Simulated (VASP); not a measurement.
Input of a VASP 6.6.1 run:

File INCAR:

```
PREC     = Accurate       # precision mode
ENCUT    = 520            # plane-wave cutoff, eV
EDIFF    = 1E-6           # SCF threshold, eV
ISMEAR   = 0              # smearing method
SIGMA    = 0.1            # smearing width, eV
LREAL    = F              # projectors in reciprocal space
LASPH    = T              # aspherical terms in the spheres
NELM     = 80             # most SCF steps
ALGO     = Normal         # electronic algorithm
ISIF     = 2              # what is computed and relaxed
LWAVE    = F              # write WAVECAR
LCHARG   = T              # write CHGCAR
GGA      = PE             # functional
LELF     = T              # ELF
LVHAR    = T            
NBANDS   = 29             # bands
```

File KPOINTS:

```
Automatic mesh
0
Gamma
  8 8 8
```

The input POSCAR:

```
WCl3F
1.0
    4.6604455103      0.0000000000      0.0000000000
    0.0000000000      4.6604455103      0.0000000000
    0.0000000000      0.0000000000      4.6604455103
W Cl F
1 3 1
Direct
    0.5000000000      0.5000000000      0.5000000000
    0.0000000000      0.5000000000      0.5000000000
    0.5000000000      0.0000000000      0.5000000000
    0.5000000000      0.5000000000      0.0000000000
    0.0000000000      0.0000000000      0.0000000000
```

Potentials or basis: VASP PAW PBE potentials, release 64 (W_sv, Cl, F).

The run is started by

```console
$ cat potpaw_PBE.64/W_sv/POTCAR potpaw_PBE.64/Cl/POTCAR potpaw_PBE.64/F/POTCAR > POTCAR
$ mpirun -np 1 vasp_std > vasp.out
```

Q: Estimate the pressure.

A: 0.0 GPa.

Q: Predict the band gap on the k mesh.

A: Zero (bands 21 and 22 overlap by 1.69 eV).

Caveat: spin-orbit coupling is left out, which moves the levels of the heavy elements.
